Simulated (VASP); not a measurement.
Input of a VASP 6.6.1 run:

Contents of INCAR:

```
ALGO = Fast
EDIFF = 1E-6
ENCUT = 520
GGA = PS
ISIF = 2
ISMEAR = -1
LASPH = True
LCHARG = False
LREAL = False
LWAVE = False
NBANDS = 14
NELM = 80
PREC = Accurate
SIGMA = 0.15
```

File KPOINTS:

```
k-points
0
Gamma
  16 16 14
```

POSCAR

```
AlNi
1.0
    2.0240845335     -2.0240834526      0.0000000000
    2.0240845335      2.0240834526      0.0000000000
    0.0000000000      0.0000000000      2.8647504677
Al Ni
1 1
Direct
    0.0000000000      0.0000000000      0.0000000000
    0.5000000000      0.5000000000      0.5000000000
```

Potentials or basis: VASP PAW PBE potentials, release 64 (Al, Ni).

Launch:

```bash
$ cat potpaw_PBE.64/Al/POTCAR potpaw_PBE.64/Ni/POTCAR > POTCAR
$ mpirun -np 1 vasp_std > vasp.out
```

(1) Estimate the pressure.

## Answers

(1) -0.2 GPa.

Caveat: the PAW data sets were made with another functional, which shifts forces and pressure a little.
